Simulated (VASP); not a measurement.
A run of VASP 6.6.1 is set up as follows.

INCAR

```
SYSTEM = HfO2
PREC = Accurate ; ENCUT = 520
EDIFF = 1E-7 ; ISMEAR = -1
SIGMA = 0.02 ; LREAL = .False.
LASPH = .True. ; NELM = 80
ALGO = Normal ; ISIF = 2
LWAVE = .False. ; LCHARG = .True.
GGA = PE ; LELF = .True.
LVHAR = .True. ; NBANDS = 56
```

Contents of KPOINTS:

```
Automatic mesh
0
Gamma
  4 4 4
  0 0 0
```

Contents of POSCAR:

```
HfO2
1.0
    5.1501000000      0.0000000000      0.0000000000
    0.0000000000      5.1852000000      0.0000000000
   -0.8308500000      0.0000000000      5.2767900000
Hf O
4 8
Direct
    0.2800000000      0.0492000000      0.2170000000
    0.7200000000      0.5492000000      0.2830000000
    0.7200000000      0.9508000000      0.7830000000
    0.2800000000      0.4508000000      0.7170000000
    0.0693000000      0.3265000000      0.3429000000
    0.9307000000      0.8265000000      0.1571000000
    0.9307000000      0.6735000000      0.6571000000
    0.0693000000      0.1735000000      0.8429000000
    0.4607000000      0.7489000000      0.4888000000
    0.5393000000      0.2489000000      0.0112000000
    0.5393000000      0.2511000000      0.5112000000
    0.4607000000      0.7511000000      0.9888000000
```

Potentials or basis: VASP PAW PBE potentials, release 64 (Hf_pv, O).

Run with:

```sh
$ cat potpaw_PBE.64/Hf_pv/POTCAR potpaw_PBE.64/O/POTCAR > POTCAR
$ mpirun -np 1 vasp_std > vasp.out
```

(1) What does it give for the band gap on the k mesh?

(2) Predict the pressure.

(3) What does it give for the largest force?

## Answers

(1) 4.05 eV (least direct gap 4.11 eV).

(2) -0.1 GPa.

(3) 1.289 eV/Å.

Caveat: spin-orbit coupling is left out, which moves the levels of the heavy elements; forces of over 1 eV/Å act on the atoms, so gaps and moduli don't describe the material at rest.

**The experiment to reproduce.**

From “Temperature dependence of self-trapped exciton luminescence in nanostructured hafnia powder”, 2021, arxiv:2112.02602, for a bulk crystal of HfO2: band gap 5.54 eV (indirect).

A measured gap of HfO2 is 5.54 eV (indirect; quoted in “Temperature dependence of self-trapped exciton luminescence in nanostructured hafnia powder”, 2021, arxiv:2112.02602); the calculated 4.05 eV misses it by -1.49 eV. Spin-orbit coupling on Hf is left out. The value is that of PBE on a finite k mesh, which can miss the band edges, without temperature or zero-point motion. Semilocal functionals fall short of measured gaps as a rule.
